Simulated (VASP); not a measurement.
PbSe, 2 atoms in the cell. The structure is trigonal, space group R-3m (No. 166). Conventional cell: a = 4.368 Å, b = 4.368 Å, c = 10.551 Å, α = 90.00°, β = 90.00°, γ = 120.00°. Pb (site symmetry -3m) has 6 Se at 3.07 Å within 4.0 Å. Within 4.0 Å of Se (site symmetry -3m) lie 6 Pb at 3.07 Å.  This cell differs from its parent crystal: strain along [111] -1.4%.

```yaml
Program: VASP 6.6.1
Task: single point
Functional: PBE
Potentials_or_basis: VASP PAW PBE potentials, release 64 (Pb_d, Se)
Cutoff: 520 eV
k_mesh: 8 × 8 × 8
Occupations: fermi-dirac, width 0.02 eV
Spin: no spin polarisation
Dipole_correction: no
Further_INCAR_settings: ALGO = Normal; EDIFF = 1e-07; NBANDS = 17
```

Potentials or basis: VASP PAW PBE potentials, release 64 (Pb_d, Se).

Run with:

```sh
$ cat potpaw_PBE.64/Pb_d/POTCAR potpaw_PBE.64/Se/POTCAR > POTCAR
$ mpirun -np 1 vasp_std > vasp.out
```

Hardware: 1 thread of Intel Xeon 6975P-C (shared host).

**Question.** How long does it take, and how much memory?

**Answer.** Run time: 43 s on 1 thread of Intel Xeon 6975P-C, with other jobs on the host, peak memory 0.22 GiB. Counts: scf iterations 13, k points 65.
